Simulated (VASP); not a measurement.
# C (Fd-3m) in VASP: a series of runs

C is run at these levels: PBEsol, PBE; tasks: electric field gradients.

All numbers are computed with VASP 6.6.1; they aren't measurements. Logs are shortened: lines on timing, memory, paths and dates and some standing lists are left out, and cuts for length are marked.

### 1 The cell of the first run

The structure is cubic, space group Fd-3m (No. 227). Conventional cell: a = 3.561 Å, b = 3.561 Å, c = 3.561 Å, α = 90.00°, β = 90.00°, γ = 90.00°. Within 2.1 Å of C (site symmetry -43m) lie 4 C at 1.54 Å.

### 2 Electric field gradients, PBEsol

Input file INCAR:

```
  PREC = Accurate
  ENCUT = 520
  EDIFF = 1E-8
  ISMEAR = -1
  SIGMA = 0.03
  LREAL = False
  LASPH = True
  NELM = 60
  ALGO = Normal
  ISIF = 2
  LWAVE = False
  LCHARG = False
  GGA = PS
  LEFG = True
  NBANDS = 11
```

Input file KPOINTS:

```
regular mesh
0
Gamma
  14 14 14
```

Input file POSCAR:

```
C
1.0
    0.0000000000      1.7803725545      1.7803725545
    1.7803725545      0.0000000000      1.7803725545
    1.7803725545      1.7803725545      0.0000000000
C
2
Direct
    0.0000000000      0.0000000000      0.0000000000
    0.2500000000      0.2500000000      0.2500000000
```

Potentials or basis: VASP PAW PBE potentials, release 64 (C).

Run with:

```
$ cat potpaw_PBE.64/C/POTCAR > POTCAR
$ mpirun -np 1 vasp_std > vasp.out
```

OUTCAR:

```text
PREC = Accurate
   ENCUT = 520
   EDIFF = 1E-8
   ISMEAR = -1
   LREAL = False
   LASPH = True
   NELM = 60
   ISIF = 2
   GGA = PS

 ion  position               nearest neighbor table
   1  0.000  0.000  0.000-   2 1.54   2 1.54   2 1.54   2 1.54
   2  0.250  0.250  0.250-   1 1.54   1 1.54   1 1.54   1 1.54

  LATTYP: Found a face centered cubic cell.
 ALAT       =     3.5607451090

  Lattice vectors:

 A1 = (   0.0000000000,   1.7803725545,   1.7803725545)
 A2 = (   1.7803725545,   0.0000000000,   1.7803725545)
 A3 = (   1.7803725545,   1.7803725545,   0.0000000000)

Analysis of symmetry for initial positions (statically):
=====================================================================
 Subroutine PRICEL returns:
 Original cell was already a primitive cell.

 Routine SETGRP: Setting up the symmetry group for a
 face centered cubic supercell.

 Subroutine GETGRP returns: Found 48 space group operations
 (whereof 24 operations were pure point group operations)
 out of a pool of 48 trial point group operations.

The static configuration has the point symmetry T_d .
 The point group associated with its full space group is O_h .

Analysis of symmetry for dynamics (positions and initial velocities):
=====================================================================
 Subroutine PRICEL returns:
 Original cell was already a primitive cell.

 Routine SETGRP: Setting up the symmetry group for a
 face centered cubic supercell.

 Subroutine GETGRP returns: Found 48 space group operations
 (whereof 24 operations were pure point group operations)
 out of a pool of 48 trial point group operations.

The dynamic configuration has the point symmetry T_d .
 The point group associated with its full space group is O_h .

 Subroutine INISYM returns: Found 48 space group operations
 (whereof 24 operations are pure point group operations),
 and found     1 'primitive' translations

----------------------------------------------------------------------------------------

                                     Primitive cell

  volume of cell :      11.2866

  direct lattice vectors                    reciprocal lattice vectors
     0.000000000  1.780372554  1.780372554    -0.280840096  0.280840096  0.280840096
     1.780372554  0.000000000  1.780372554     0.280840096 -0.280840096  0.280840096
     1.780372554  1.780372554  0.000000000     0.280840096  0.280840096 -0.280840096

  length of vectors
     2.517827013  2.517827013  2.517827013     0.486429316  0.486429316  0.486429316

  position of ions in fractional coordinates (direct lattice)
     0.000000000  0.000000000  0.000000000
     0.250000000  0.250000000  0.250000000

  ion indices of the primitive-cell ions
   primitive index   ion index
                 1           1
                 2           2

----------------------------------------------------------------------------------------

 KPOINTS: regular mesh

Automatic generation of k-mesh.
 Grid dimensions read from file:
 generate k-points for:   14   14   14

 Generating k-lattice:

  Cartesian coordinates                     Fractional coordinates (reciprocal lattice)
    -0.020060007  0.020060007  0.020060007     0.071428571  0.000000000  0.000000000
     0.020060007 -0.020060007  0.020060007     0.000000000  0.071428571  0.000000000
     0.020060007  0.020060007 -0.020060007     0.000000000  0.000000000  0.071428571

  Length of vectors
     0.034744951  0.034744951  0.034744951

  Shift w.r.t. Gamma in fractional coordinates (k-lattice)
     0.000000000  0.000000000  0.000000000

 Subroutine IBZKPT returns following result:
 ===========================================

 Found    104 irreducible k-points:

 Following reciprocal coordinates:
            Coordinates               Weight
  0.000000  0.000000  0.000000      1.000000
  0.071429  0.000000  0.000000      8.000000
  0.142857  0.000000  0.000000      8.000000
  0.214286  0.000000  0.000000      8.000000
  0.285714  0.000000  0.000000      8.000000
  0.357143  0.000000  0.000000      8.000000
[... 16 lines left out ...]
  0.214286  0.142857  0.000000     24.000000
  0.285714  0.142857  0.000000     24.000000
 [... further k-points ...]
   k-points           NKPTS =    104   k-points in BZ     NKDIM =    104   number of bands    NBANDS=     11
   number of dos      NEDOS =    301   number of ions     NIONS =      2
   total plane-waves  NPLWV =   8000
   dimension x,y,z NGX =    20 NGY =   20 NGZ =   20
   dimension x,y,z NGXF=    40 NGYF=   40 NGZF=   40
   ions per type =               2
   NGX,Y,Z   is equivalent  to a cutoff of  13.21, 13.21, 13.21 a.u.
   NGXF,Y,Z  is equivalent  to a cutoff of  26.41, 26.41, 26.41 a.u.
 SYSTEM =  unknown system
   PREC   = accura    normal or accurate (medium, high low for compatibility)
   ISTART =      0    job   : 0-new  1-cont  2-samecut
   ICHARG =      2    charge: 1-file 2-atom 10-const
   ISPIN  =      1    spin polarized calculation?
   LNONCOLLINEAR =      F non collinear calculations
   LSORBIT =      F    spin-orbit coupling
   LASPH  =      T    aspherical Exc in radial PAW
   ENCUT  =  520.0 eV  38.22 Ry    6.18 a.u.   4.68  4.68  4.68*2*pi/ulx,y,z
   NELM   =     60;   NELMIN=  2; NELMDL= -5     # of ELM steps
   EDIFF  = 0.1E-07   stopping-criterion for ELM
   LREAL  =      F    real-space projection
   EDIFFG = 0.1E-06   stopping-criterion for IOM
   NSW    =      0    number of steps for IOM
   IBRION =     -1    ionic relax: 0-MD 1-quasi-New 2-CG
   NFREE  =      0    steps in history (QN), initial steepest desc. (CG)
   ISIF   =      2    stress and relaxation
   ISYM   =      2    0-nonsym 1-usesym 2-fastsym
   POTIM  = 0.5000    time-step for ionic-motion
   TEBEG  =    0.0;   TEEND  =   0.0 temperature during run
   PSTRESS=    0.0 pullay stress
   NELECT =       8.0000    total number of electrons
   NUPDOWN=      -1.0000    fix difference up-down
   EMIN   =  10.00;   EMAX   =-10.00  energy-range for DOS
   EFERMI =   0.00;   METHOD = LEGACY
   ISMEAR =    -1;   SIGMA  =   0.03  broadening in eV -4-tet -1-fermi 0-gaus
   EFERMI_NEDOS =   21; number of points for ismear=-14 and -15
   IALGO  =     38    algorithm
   IMIX   =      4    mixing-type and parameters
     AMIX     =   0.40;   BMIX     =  1.00
     AMIX_MAG =   1.60;   BMIX_MAG =  1.00
  volume/ion in A,a.u.               =       5.64        38.08
  Fermi-wavevector in a.u.,A,eV,Ry     =   1.459656  2.758350 28.988525  2.130596
  Thomas-Fermi vector in A             =   2.576198
   LORBIT       =      0    0 simple, 1 ext, 2 COOP (PROOUT), +10 PAW based schemes
   GGA     = PS    functional components
   LHFCALC =     F    Hartree Fock is set to
   AEXX    =    0.0000 exact exchange contribution
   IVDW    =     0    specifies the selected vdW correction
   LEPSILON=     F    determine dielectric tensor
   LRPA    =     F    only Hartree local field effects (RPA)
 non-spin polarized calculation
  energy-cutoff  :      520.00
  volume of cell :       11.29
 maximum number of plane-waves:       316
   NGX =  9   NGY =  9   NGZ =  9

 number of electron       7.9999999 magnetization

 Free energy of the ion-electron system (eV)
  ---------------------------------------------------
  ext. energy  EPLUGINS =         0.00000000
  ---------------------------------------------------
  free energy    TOTEN  =       -19.24973045 eV

  energy without entropy =      -19.24973045  energy(sigma->0) =      -19.24973045

 E-fermi :  10.4552     XC(G=0): -13.4578

 val. band max:        9.7826616755   @ k =   0.0000   0.0000   0.0000
 cond. band min:      13.7999044886   @ k =   0.3571   0.3571   0.0000
 fundamental gap:      4.0172428131
 Fermi energy:        10.4551874183

 k-point     1 :       0.0000    0.0000    0.0000
  band No.  band energies     occupation
      1     -11.8074      2.00000
      2       9.7827      2.00000
      3       9.7827      2.00000
      4       9.7827      2.00000
      5      15.3356      0.00000
      6      15.3356      0.00000
      7      15.3356      0.00000
      8      23.2665      0.00000
      9      28.8050      0.00000
     10      36.3058      0.00000
     11      36.3058      0.00000

 k-point     2 :       0.0714    0.0000    0.0000
  band No.  band energies     occupation
      1     -11.6651      2.00000
      2       8.8382      2.00000
      3       9.5357      2.00000
      4       9.5357      2.00000
      5      15.6580      0.00000
      6      15.6580      0.00000
      7      15.9008      0.00000
      8      23.3778      0.00000
      9      29.0502      0.00000
     10      34.3828      0.00000
     11      34.3828      0.00000

 k-point     3 :       0.1429    0.0000    0.0000
  band No.  band energies     occupation
      1     -11.2397      2.00000
      2       6.7764      2.00000
      3       8.9628      2.00000
      4       8.9628      2.00000
      5      16.4111      0.00000
      6      16.4111      0.00000
      7      16.8772      0.00000
      8      23.7006      0.00000
      9      29.6225      0.00000
     10      32.8056      0.00000
     11      32.8056      0.00000

 k-point     4 :       0.2143    0.0000    0.0000
  band No.  band energies     occupation
      1     -10.5351      2.00000
      2       4.3669      2.00000
      3       8.3181      2.00000
      4       8.3181      2.00000
      5      17.2164      0.00000
      6      17.2164      0.00000
      7      17.6582      0.00000
      8      24.1790      0.00000
      9      30.1219      0.00000
     10      32.0603      0.00000
     11      32.0603      0.00000
[... 239 lines left out ...]
 k-point    22 :       0.1429    0.1429    0.0000
  band No.  band energies     occupation
      1     -11.0508      2.00000
      2       7.6620      2.00000
      3       7.6620      2.00000
      4       8.0981      2.00000
      5      14.8004      0.00000
      6      18.0948      0.00000
      7      18.0948      0.00000
      8      22.9533      0.00000
      9      29.9231      0.00000
     10      30.0302      0.00000
     11      37.2644      0.00000

 k-point    23 :       0.2143    0.1429    0.0000
  band No.  band energies     occupation
      1     -10.5340      2.00000
      2       5.9430      2.00000
      3       6.9693      2.00000
      4       7.7468      2.00000
      5      14.9654      0.00000
      6      19.0712      0.00000
      7      19.0999      0.00000
      8      22.3930      0.00000
      9      29.6343      0.00000
     10      30.6082      0.00000
     11      36.4645      0.00000

 k-point    24 :       0.2857    0.1429    0.0000
  band No.  band energies     occupation
      1      -9.7420      2.00000
      2       3.7185      2.00000
      3       6.4230      2.00000
      4       7.1745      2.00000
      5      15.6393      0.00000
      6      19.7744      0.00000
      7      19.8539      0.00000
      8      22.0939      0.00000
      9      30.1329      0.00000
     10      30.9983      0.00000
     11      35.9590      0.00000

 [... further k-points ...]

------------------------ aborting loop because EDIFF is reached ----------------------------------------

  FORCE on cell =-STRESS in cart. coord.  units (eV):
  Direction    XX          YY          ZZ          XY          YZ          ZX
  --------------------------------------------------------------------------------------
  -------------------------------------------------------------------------------------
  Total       -0.1077679     -0.1077679     -0.1077679      0.0000000      0.0000000      0.0000000
  in kB      -15.2981003    -15.2981003    -15.2981003      0.0000000      0.0000000      0.0000000
  external PRESSURE =     -15.2981003 kB  Pullay stress =       0.0000000 kB

 VOLUME and BASIS-vectors are now :
 -----------------------------------------------------------------------------
  energy-cutoff  :      520.00
  volume of cell :       11.29
      direct lattice vectors                 reciprocal lattice vectors
     0.000000000  1.780372554  1.780372554    -0.280840096  0.280840096  0.280840096
     1.780372554  0.000000000  1.780372554     0.280840096 -0.280840096  0.280840096
     1.780372554  1.780372554  0.000000000     0.280840096  0.280840096 -0.280840096

 POSITION                                       TOTAL-FORCE (eV/Angst)
 -----------------------------------------------------------------------------------
      0.00000      0.00000      0.00000        -0.000000      0.000000     -0.000000
      0.89019      0.89019      0.89019         0.000000     -0.000000      0.000000
 -----------------------------------------------------------------------------------
    total drift:                                0.000000      0.000000      0.000000

  FREE ENERGIE OF THE ION-ELECTRON SYSTEM (eV)
  ---------------------------------------------------
  free  energy   TOTEN  =       -19.2497304496 eV

  energy  without entropy=      -19.2497304496  energy(sigma->0) =      -19.24973045

 Electric field gradients (V/A^2)
---------------------------------------------------------------------
 ion       V_xx      V_yy      V_zz      V_xy      V_xz      V_yz
---------------------------------------------------------------------
   1       0.000    -0.000    -0.000    -0.000    -0.000    -0.000
   2       0.000    -0.000    -0.000    -0.000    -0.000    -0.000
---------------------------------------------------------------------

 Electric field gradients after diagonalization (V/A^2)
 (convention: |V_zz| > |V_xx| > |V_yy|)
----------------------------------------------------------------------
 ion       V_xx      V_yy      V_zz     asymmetry (V_yy - V_xx)/ V_zz
----------------------------------------------------------------------
   1       0.000     0.000    -0.000       0.000
   2       0.000     0.000    -0.000       0.000
----------------------------------------------------------------------

           NMR quadrupolar parameters

 Cq : quadrupolar parameter    Cq=e*Q*V_zz/h
 eta: asymmetry parameters     (V_yy - V_xx)/ V_zz
 Q  : nuclear electric quadrupole moment in mb (millibarn)
----------------------------------------------------------------------
 ion       Cq(MHz)       eta       Q (mb)
----------------------------------------------------------------------
   1      -0.000       0.000       1.000
   2      -0.000       0.000       1.000
----------------------------------------------------------------------
```

It took 13 s on 1 thread of Intel Xeon 6975P-C, shared host; peak memory 0.12 GiB.

Results:

```
Free energy            : -19.2497 eV
Pressure               : -1.5 GPa
Band gap on the k mesh : 4.02 eV, indirect (least direct gap 5.55 eV)
```

Caveat: without QUAD_EFG the Cq values of the log hold for a quadrupole moment of 1 mb, not for the nuclei; the PAW data sets were made with another functional, which shifts forces and pressure a little.

### 3 Electric field gradients, PBE

Input file INCAR:

```
SYSTEM = C
PREC     = Accurate       ! precision mode
ENCUT    = 520            ! plane-wave cutoff, eV
EDIFF    = 1E-8           ! SCF threshold, eV
ISMEAR   = -1             ! smearing method
SIGMA    = 0.03           ! smearing width, eV
LREAL    = .False.        ! projectors in reciprocal space
LASPH    = .True.         ! aspherical terms in the spheres
NELM     = 120            ! most SCF steps
ALGO     = Normal         ! electronic algorithm
ISIF     = 2              ! what is computed and relaxed
LWAVE    = .False.        ! write WAVECAR
LCHARG   = .False.        ! write CHGCAR
GGA      = PE             ! functional
LEFG     = .True.       
NBANDS   = 11             ! bands
GGA_COMPAT= .False.
```

Input file KPOINTS:

```
Automatic mesh
0
Gamma
  14 14 14
  0 0 0
```

POSCAR is that of step 2.

Potentials or basis: VASP PAW PBE potentials, release 64 (C).

Run with:

```
$ cat potpaw_PBE.64/C/POTCAR > POTCAR
$ mpirun -np 1 vasp_std > vasp.out
```

OUTCAR:

```text
SYSTEM = C
   PREC = Accurate
   ENCUT = 520
   EDIFF = 1E-8
   ISMEAR = -1
   LREAL = .False.
   LASPH = .True.
   NELM = 120
   ISIF = 2
   GGA = PE

 ion  position               nearest neighbor table
   1  0.000  0.000  0.000-   2 1.54   2 1.54   2 1.54   2 1.54
   2  0.250  0.250  0.250-   1 1.54   1 1.54   1 1.54   1 1.54

  LATTYP: Found a face centered cubic cell.
 ALAT       =     3.5607451090

  Lattice vectors:

 A1 = (   0.0000000000,   1.7803725545,   1.7803725545)
[... 550 lines left out ...]
  ---------------------------------------------------
  free  energy   TOTEN  =       -18.1839070259 eV

  energy  without entropy=      -18.1839070259  energy(sigma->0) =      -18.18390703

 Electric field gradients (V/A^2)
---------------------------------------------------------------------
 ion       V_xx      V_yy      V_zz      V_xy      V_xz      V_yz
---------------------------------------------------------------------
   1       0.000    -0.000    -0.000    -0.000    -0.000    -0.000
   2      -0.000    -0.000    -0.000    -0.000    -0.000    -0.000
---------------------------------------------------------------------

 Electric field gradients after diagonalization (V/A^2)
 (convention: |V_zz| > |V_xx| > |V_yy|)
----------------------------------------------------------------------
 ion       V_xx      V_yy      V_zz     asymmetry (V_yy - V_xx)/ V_zz
----------------------------------------------------------------------
   1       0.000     0.000    -0.000       0.000
   2       0.000     0.000    -0.000       0.000
----------------------------------------------------------------------

           NMR quadrupolar parameters

 Cq : quadrupolar parameter    Cq=e*Q*V_zz/h
 eta: asymmetry parameters     (V_yy - V_xx)/ V_zz
 Q  : nuclear electric quadrupole moment in mb (millibarn)
----------------------------------------------------------------------
 ion       Cq(MHz)       eta       Q (mb)
----------------------------------------------------------------------
   1      -0.000       0.000       1.000
   2      -0.000       0.000       1.000
----------------------------------------------------------------------
```

stdout:

```text
POSCAR found type information on POSCAR C
 POSCAR found :  1 types and       2 ions
 scaLAPACK will be used
 LDA part: xc-table for (Slater+PW92), standard interpolation
 POSCAR, INCAR and KPOINTS ok, starting setup
 FFT: planning ... GRIDC
 FFT: planning ... GRID_SOFT
 FFT: planning ... GRID
 WAVECAR not read
 entering main loop
ion   1

ion   2
```

Run time: 8.5 s. Hardware: 1 thread of Intel Xeon Platinum 8375C at 2.90GHz (Ice Lake), shared host; peak memory 0.12 GiB.

What came out:

| Item | Value |
| --- | --- |
| Free energy | -18.1839 eV |
| Pressure | 4.7 GPa |
| Band gap on the k mesh | 4.14 eV, indirect (least direct gap 5.60 eV) |

Caveat: without QUAD_EFG the Cq values of the log hold for a quadrupole moment of 1 mb, not for the nuclei.
